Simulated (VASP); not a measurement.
# Ti (Fm-3m) in VASP: further runs

Ti is run at these levels: PBEsol; tasks: single point, relaxation of cell and atoms.

Everything below comes from runs of VASP 6.6.1. Logs are shortened: lines on timing, memory, paths and dates and some standing lists are left out, and cuts for length are marked.

**1. The cell of the first run**

Symmetry: Fm-3m, No. 225, cubic system. Conventional cell: a = 4.060 Å, b = 4.060 Å, c = 4.060 Å, α = 90.00°, β = 90.00°, γ = 90.00°. Within 3.8 Å of Ti (site symmetry m-3m) lie 12 Ti at 2.87 Å.

This isn't the form of Ti at room conditions, which is hcp.

**2. Single point, PBEsol**

File INCAR:

```
SYSTEM = Ti
  PREC = Accurate
  ENCUT = 500
  EDIFF = 1E-6
  ISMEAR = -1
  SIGMA = 0.05
  LREAL = .FALSE.
  LASPH = .TRUE.
  NELM = 120
  ALGO = Normal
  ISIF = 2
  LWAVE = .FALSE.
  LCHARG = .FALSE.
  GGA = PS
  NBANDS = 12
  GGA_COMPAT = .FALSE.
```

File KPOINTS:

```
Automatic mesh
0
G
  9 9 9
  0 0 0
```

File POSCAR:

```
Ti
1.0
    0.0000000000      2.0297773208      2.0297773208
    2.0297773208      0.0000000000      2.0297773208
    2.0297773208      2.0297773208      0.0000000000
Ti
1
Direct
    0.0000000000      0.0000000000      0.0000000000
```

Potentials or basis: VASP PAW PBE potentials, release 64 (Ti_sv).

On the command line:

```
> cat potpaw_PBE.64/Ti_sv/POTCAR > POTCAR
> mpirun -np 1 vasp_std > vasp.out
```

OUTCAR:

```text
SYSTEM = Ti
   PREC = Accurate
   ENCUT = 500
   EDIFF = 1E-6
   ISMEAR = -1
   LREAL = .FALSE.
   LASPH = .TRUE.
   NELM = 120
   ISIF = 2
   GGA = PS

 ion  position               nearest neighbor table
   1  0.000  0.000  0.000-

  LATTYP: Found a face centered cubic cell.
 ALAT       =     4.0595546416

  Lattice vectors:

 A1 = (   0.0000000000,   2.0297773208,   2.0297773208)
 A2 = (   2.0297773208,   0.0000000000,   2.0297773208)
 A3 = (   2.0297773208,   2.0297773208,   0.0000000000)

Analysis of symmetry for initial positions (statically):
=====================================================================
 Subroutine PRICEL returns:
 Original cell was already a primitive cell.

 Routine SETGRP: Setting up the symmetry group for a
 face centered cubic supercell.

 Subroutine GETGRP returns: Found 48 space group operations
 (whereof 48 operations were pure point group operations)
 out of a pool of 48 trial point group operations.

The static configuration has the point symmetry O_h .

Analysis of symmetry for dynamics (positions and initial velocities):
=====================================================================
 Subroutine PRICEL returns:
 Original cell was already a primitive cell.

 Routine SETGRP: Setting up the symmetry group for a
 face centered cubic supercell.

 Subroutine GETGRP returns: Found 48 space group operations
 (whereof 48 operations were pure point group operations)
 out of a pool of 48 trial point group operations.

The dynamic configuration has the point symmetry O_h .

 Subroutine INISYM returns: Found 48 space group operations
 (whereof 48 operations are pure point group operations),
 and found     1 'primitive' translations

----------------------------------------------------------------------------------------

                                     Primitive cell

  volume of cell :      16.7253

  direct lattice vectors                    reciprocal lattice vectors
     0.000000000  2.029777321  2.029777321    -0.246332440  0.246332440  0.246332440
     2.029777321  0.000000000  2.029777321     0.246332440 -0.246332440  0.246332440
     2.029777321  2.029777321  0.000000000     0.246332440  0.246332440 -0.246332440

  length of vectors
     2.870538616  2.870538616  2.870538616     0.426660302  0.426660302  0.426660302

  position of ions in fractional coordinates (direct lattice)
     0.000000000  0.000000000  0.000000000

  ion indices of the primitive-cell ions
   primitive index   ion index
                 1           1

----------------------------------------------------------------------------------------

 KPOINTS: Automatic mesh

Automatic generation of k-mesh.
 Grid dimensions read from file:
 generate k-points for:    9    9    9

 Generating k-lattice:

  Cartesian coordinates                     Fractional coordinates (reciprocal lattice)
    -0.027370271  0.027370271  0.027370271     0.111111111  0.000000000  0.000000000
     0.027370271 -0.027370271  0.027370271     0.000000000  0.111111111  0.000000000
     0.027370271  0.027370271 -0.027370271     0.000000000  0.000000000  0.111111111

  Length of vectors
     0.047406700  0.047406700  0.047406700

  Shift w.r.t. Gamma in fractional coordinates (k-lattice)
     0.000000000  0.000000000  0.000000000

 Subroutine IBZKPT returns following result:
 ===========================================

 Found     35 irreducible k-points:

 Following reciprocal coordinates:
            Coordinates               Weight
  0.000000  0.000000  0.000000      1.000000
  0.111111  0.000000  0.000000      8.000000
  0.222222  0.000000  0.000000      8.000000
  0.333333  0.000000  0.000000      8.000000
  0.444444  0.000000  0.000000      8.000000
  0.111111  0.111111  0.000000      6.000000
[... 16 lines left out ...]
 -0.333333  0.333333  0.000000     12.000000
  0.444444  0.444444  0.000000      6.000000
 [... further k-points ...]
   k-points           NKPTS =     35   k-points in BZ     NKDIM =     35   number of bands    NBANDS=     12
   number of dos      NEDOS =    301   number of ions     NIONS =      1
   total plane-waves  NPLWV =  13824
   dimension x,y,z NGX =    24 NGY =   24 NGZ =   24
   dimension x,y,z NGXF=    48 NGYF=   48 NGZF=   48
   ions per type =               1
   NGX,Y,Z   is equivalent  to a cutoff of  13.90, 13.90, 13.90 a.u.
   NGXF,Y,Z  is equivalent  to a cutoff of  27.80, 27.80, 27.80 a.u.
 SYSTEM =  Ti
   PREC   = accura    normal or accurate (medium, high low for compatibility)
   ISTART =      0    job   : 0-new  1-cont  2-samecut
   ICHARG =      2    charge: 1-file 2-atom 10-const
   ISPIN  =      1    spin polarized calculation?
   LNONCOLLINEAR =      F non collinear calculations
   LSORBIT =      F    spin-orbit coupling
   LASPH  =      T    aspherical Exc in radial PAW
   ENCUT  =  500.0 eV  36.75 Ry    6.06 a.u.   5.23  5.23  5.23*2*pi/ulx,y,z
   NELM   =    120;   NELMIN=  2; NELMDL= -5     # of ELM steps
   EDIFF  = 0.1E-05   stopping-criterion for ELM
   LREAL  =      F    real-space projection
[... 7 lines left out ...]
   TEBEG  =    0.0;   TEEND  =   0.0 temperature during run
   PSTRESS=    0.0 pullay stress
   NELECT =      12.0000    total number of electrons
   NUPDOWN=      -1.0000    fix difference up-down
   EMIN   =  10.00;   EMAX   =-10.00  energy-range for DOS
   EFERMI =   0.00;   METHOD = LEGACY
   ISMEAR =    -1;   SIGMA  =   0.05  broadening in eV -4-tet -1-fermi 0-gaus
   EFERMI_NEDOS =   21; number of points for ismear=-14 and -15
   IALGO  =     38    algorithm
   IMIX   =      4    mixing-type and parameters
     AMIX     =   0.40;   BMIX     =  1.00
     AMIX_MAG =   1.60;   BMIX_MAG =  1.00
  volume/ion in A,a.u.               =      16.73       112.87
  Fermi-wavevector in a.u.,A,eV,Ry     =   1.465582  2.769549 29.224378  2.147931
  Thomas-Fermi vector in A             =   2.581422
   LORBIT       =      0    0 simple, 1 ext, 2 COOP (PROOUT), +10 PAW based schemes
   GGA     = PS    functional components
   LHFCALC =     F    Hartree Fock is set to
   AEXX    =    0.0000 exact exchange contribution
   IVDW    =     0    specifies the selected vdW correction
   LEPSILON=     F    determine dielectric tensor
   LRPA    =     F    only Hartree local field effects (RPA)
 non-spin polarized calculation
  energy-cutoff  :      500.00
  volume of cell :       16.73
 maximum number of plane-waves:       440
 NGX is ok and might be reduce to    24
   NGX = 11   NGY = 11   NGZ = 11

 number of electron      12.0000002 magnetization

 Free energy of the ion-electron system (eV)
  ---------------------------------------------------
  ext. energy  EPLUGINS =         0.00000000
  ---------------------------------------------------
  free energy    TOTEN  =        -8.28745509 eV

  energy without entropy =       -8.27137004  energy(sigma->0) =       -8.27941256

 E-fermi :   8.5026     XC(G=0): -11.8190

 val. band max:        8.4923148179   @ k =  -0.3333   0.3333   0.1111
 cond. band min:       8.5122870776   @ k =   0.3333   0.0000   0.0000
 fundamental gap:      0.0199722597
 Fermi energy:         8.5026141719

 k-point     1 :       0.0000    0.0000    0.0000
  band No.  band energies     occupation
      1     -47.9283      2.00000
      2     -23.8349      2.00000
      3     -23.8349      2.00000
      4     -23.8349      2.00000
      5       2.3133      2.00000
      6       9.3900      0.00000
      7       9.3900      0.00000
      8       9.3900      0.00000
      9      11.0988      0.00000
     10      11.0988      0.00000
     11      23.9762      0.00000
     12      28.5947      0.00000

 k-point     2 :       0.1111    0.0000    0.0000
  band No.  band energies     occupation
      1     -47.9116      2.00000
      2     -23.9278      2.00000
      3     -23.8464      2.00000
      4     -23.8464      2.00000
      5       2.7216      2.00000
      6       9.1456      0.00001
      7       9.5284      0.00000
      8       9.5284      0.00000
      9      11.0160      0.00000
     10      11.0160      0.00000
     11      24.2575      0.00000
     12      26.2749      0.00000

 k-point     3 :       0.2222    0.0000    0.0000
  band No.  band energies     occupation
      1     -47.8689      2.00000
      2     -24.1588      2.00000
      3     -23.8754      2.00000
      4     -23.8754      2.00000
      5       3.8169      2.00000
      6       8.6613      0.08040
      7       9.6765      0.00000
      8       9.6765      0.00000
      9      11.0769      0.00000
     10      11.0769      0.00000
     11      22.5963      0.00000
     12      24.9272      0.00000

 k-point     4 :       0.3333    0.0000    0.0000
  band No.  band energies     occupation
      1     -47.8199      2.00000
      2     -24.4147      2.00000
      3     -23.9082      2.00000
      4     -23.9082      2.00000
      5       5.1045      2.00000
      6       8.5123      0.90357
      7       9.4901      0.00000
      8       9.4901      0.00000
      9      11.6306      0.00000
     10      11.6306      0.00000
     11      19.6237      0.00000
     12      24.0966      0.00000

 k-point     5 :       0.4444    0.0000    0.0000
  band No.  band energies     occupation
      1     -47.7876      2.00000
      2     -24.5783      2.00000
      3     -23.9294      2.00000
      4     -23.9294      2.00000
      5       5.7534      2.00000
      6       9.0755      0.00002
      7       9.2876      0.00000
      8       9.2876      0.00000
      9      12.1627      0.00000
     10      12.1627      0.00000
     11      17.4200      0.00000
     12      23.3404      0.00000

 k-point     6 :       0.1111    0.1111    0.0000
  band No.  band energies     occupation
      1     -47.9060      2.00000
      2     -23.9256      2.00000
      3     -23.8666      2.00000
      4     -23.8666      2.00000
      5       2.8553      2.00000
      6       8.9891      0.00012
      7       9.6384      0.00000
      8       9.6384      0.00000
      9      10.7078      0.00000
     10      11.2210      0.00000
     11      24.4643      0.00000
     12      26.7822      0.00000

 k-point     7 :       0.2222    0.1111    0.0000
  band No.  band energies     occupation
      1     -47.8720      2.00000
      2     -24.0963      2.00000
      3     -23.9022      2.00000
      4     -23.8903      2.00000
      5       3.7210      2.00000
      6       8.5477      0.57757
      7       9.7570      0.00000
      8       9.8825      0.00000
      9      10.5703      0.00000
     10      11.3673      0.00000
     11      23.7989      0.00000
     12      25.1163      0.00000

 k-point     8 :       0.3333    0.1111    0.0000
  band No.  band energies     occupation
      1     -47.8251      2.00000
      2     -24.3330      2.00000
      3     -23.9364      2.00000
      4     -23.9286      2.00000
      5       4.9982      2.00000
      6       8.2212      1.99284
      7       9.3555      0.00000
      8       9.8357      0.00000
      9      11.3062      0.00000
     10      11.8023      0.00000
     11      20.7350      0.00000
     12      24.4789      0.00000
[... 166 lines left out ...]
 k-point    20 :       0.3333    0.3333    0.0000
  band No.  band energies     occupation
      1     -47.7845      2.00000
      2     -24.3818      2.00000
      3     -24.0363      2.00000
      4     -24.0363      2.00000
      5       5.5932      2.00000
      6       7.2393      2.00000
      7       9.7578      0.00000
      8      11.4197      0.00000
      9      11.4197      0.00000
     10      11.9253      0.00000
     11      22.6705      0.00000
     12      22.8172      0.00000

 k-point    21 :       0.4444    0.3333    0.0000
  band No.  band energies     occupation
      1     -47.7575      2.00000
      2     -24.4630      2.00000
      3     -24.1007      2.00000
      4     -24.0612      2.00000
      5       6.0024      2.00000
      6       7.0532      2.00000
      7       9.7834      0.00000
      8      11.4641      0.00000
      9      12.3258      0.00000
     10      12.6899      0.00000
     11      20.3136      0.00000
     12      21.3062      0.00000

 k-point    22 :      -0.4444    0.3333    0.0000
  band No.  band energies     occupation
      1     -47.7429      2.00000
      2     -24.4547      2.00000
      3     -24.2158      2.00000
      4     -24.0506      2.00000
      5       6.5270      2.00000
      6       7.1809      2.00000
      7       9.3260      0.00000
      8      11.1638      0.00000
      9      12.2710      0.00000
     10      14.8960      0.00000
     11      17.5192      0.00000
     12      20.0615      0.00000

 k-point    23 :      -0.3333    0.3333    0.0000
  band No.  band energies     occupation
      1     -47.7476      2.00000
      2     -24.3471      2.00000
      3     -24.3399      2.00000
      4     -24.0092      2.00000
      5       7.2305      2.00000
      6       7.3092      2.00000
      7       8.6666      0.07260
      8      10.7373      0.00000
      9      11.7799      0.00000
     10      15.3225      0.00000
     11      17.4388      0.00000
     12      19.4865      0.00000

 k-point    24 :       0.4444    0.4444    0.0000
  band No.  band energies     occupation
      1     -47.7420      2.00000
      2     -24.5280      2.00000
      3     -24.0946      2.00000
      4     -24.0946      2.00000
      5       5.7968      2.00000
      6       6.7416      2.00000
      7      11.1523      0.00000
      8      12.1892      0.00000
      9      12.3825      0.00000
     10      12.3825      0.00000
     11      20.0061      0.00000
     12      20.8896      0.00000

 [... further k-points ...]

------------------------ aborting loop because EDIFF is reached ----------------------------------------

  FORCE on cell =-STRESS in cart. coord.  units (eV):
  Direction    XX          YY          ZZ          XY          YZ          ZX
  --------------------------------------------------------------------------------------
  -------------------------------------------------------------------------------------
  Total       -0.0315051     -0.0315051     -0.0315051      0.0000000     -0.0000000      0.0000000
  in kB       -3.0179767     -3.0179767     -3.0179767      0.0000000     -0.0000000      0.0000000
  external PRESSURE =      -3.0179767 kB  Pullay stress =       0.0000000 kB

 VOLUME and BASIS-vectors are now :
 -----------------------------------------------------------------------------
  energy-cutoff  :      500.00
  volume of cell :       16.73
      direct lattice vectors                 reciprocal lattice vectors
     0.000000000  2.029777321  2.029777321    -0.246332440  0.246332440  0.246332440
     2.029777321  0.000000000  2.029777321     0.246332440 -0.246332440  0.246332440
     2.029777321  2.029777321  0.000000000     0.246332440  0.246332440 -0.246332440

 POSITION                                       TOTAL-FORCE (eV/Angst)
 -----------------------------------------------------------------------------------
      0.00000      0.00000      0.00000         0.000000     -0.000000      0.000000
 -----------------------------------------------------------------------------------
    total drift:                               -0.000000      0.000000      0.000000

  FREE ENERGIE OF THE ION-ELECTRON SYSTEM (eV)
  ---------------------------------------------------
  free  energy   TOTEN  =        -8.2874550853 eV

  energy  without entropy=       -8.2713700354  energy(sigma->0) =       -8.27941256
```

Wall time 4.7 s (1 thread of Intel Xeon Platinum 8488C (Sapphire Rapids), shared host); peak memory 0.13 GiB.

What came out:

| Quantity | Value |
| --- | --- |
| Free energy | -8.2875 eV |
| Pressure | -0.3 GPa |
| Band gap on the k mesh | zero (bands 6 and 7 overlap by 1.33 eV) |

Caveat: the PAW data sets were made with another functional, which shifts forces and pressure a little.

(Continued in part 2 of 2.)
